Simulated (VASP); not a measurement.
Wanted: the native input for a VASP 6.6.1 run.

| Item | Value |
| --- | --- |
| Task | single point |
| Functional | PBE |
| Dispersion | D3(BJ) |
| Potentials or basis | VASP PAW PBE potentials, release 64 (W_sv, S) |
| Cutoff | 520 eV |
| k mesh | 6 × 6 × 6 |
| Occupations | gaussian, width 0.05 eV |
| Spin | no spin polarisation |
| Dipole correction | no |
| Further INCAR settings | ALGO = Normal; EDIFF = 1e-06; NBANDS = 64 |

The structure of WS2 lies in POSCAR:

```
WS2
1.0
    3.1572031343     -5.4684362384      0.0000000000
    6.3144062686      0.0000000000      0.0000000000
    3.1572031343     -1.8228120795      6.0393060278
W S
4 8
Direct
    0.5006554632      0.0006554632      0.9980336103
    0.0006554632      0.0006554632      0.9980336103
    0.5006554632      0.5006554632      0.9980336103
    0.0006554632      0.5006554632      0.9980336103
    0.7724914086      0.2226379510      0.2323792318
    0.2472223774      0.2472223774      0.2583328678
    0.7472223774      0.7472223774      0.2583328678
    0.2472223774      0.7472223774      0.2583328678
    0.9208221593      0.4208221593      0.7375335222
    0.4208221593      0.4208221593      0.7375335222
    0.9208221593      0.9208221593      0.7375335222
    0.4208221593      0.9208221593      0.7375335222
```

This cell differs from its parent crystal: atom 5 (S) moved +0.240 Å towards its neighbour atom 2 (W) at 2.407 Å.

One way to write it, as run:

INCAR

```
PREC     = Accurate       # precision mode
ENCUT    = 520            # plane-wave cutoff, eV
EDIFF    = 1E-6           # SCF threshold, eV
ISMEAR   = 0              # smearing method
SIGMA    = 0.05           # smearing width, eV
LREAL    = F              # projectors in reciprocal space
LASPH    = T              # aspherical terms in the spheres
NELM     = 80             # most SCF steps
ALGO     = Normal         # electronic algorithm
ISIF     = 2              # what is computed and relaxed
LWAVE    = F              # write WAVECAR
LCHARG   = T              # write CHGCAR
GGA      = PE             # functional
IVDW     = 12             # dispersion correction
LELF     = T              # ELF
LVHAR    = T            
NBANDS   = 64             # bands
```

KPOINTS

```
Automatic mesh
0
Gamma
  6 6 6
```

Potentials or basis: VASP PAW PBE potentials, release 64 (W_sv, S).

Command:

```sh
$ cat potpaw_PBE.64/W_sv/POTCAR potpaw_PBE.64/S/POTCAR > POTCAR
$ mpirun -np 1 vasp_std > vasp.out
```

Results of the run:

```yaml
Pressure: 2.9 GPa
Largest_force: 5.117 eV/Å
Band_gap_on_the_k_mesh: 0.89 eV
Dispersion_energy_per_atom: -0.437 eV
```

Caveat: the cell differs from its parent crystal (atom 5 (S) moved +0.240 Å towards its neighbour atom 2 (W) at 2.407 Å); spin-orbit coupling is left out, which moves the levels of the heavy elements; forces of over 1 eV/Å act on the atoms, so gaps and moduli don't describe the material at rest.

It took 30 min on 1 thread of Oxide Virtual Turin-like Processor, on a shared host, peak memory 0.75 GiB.
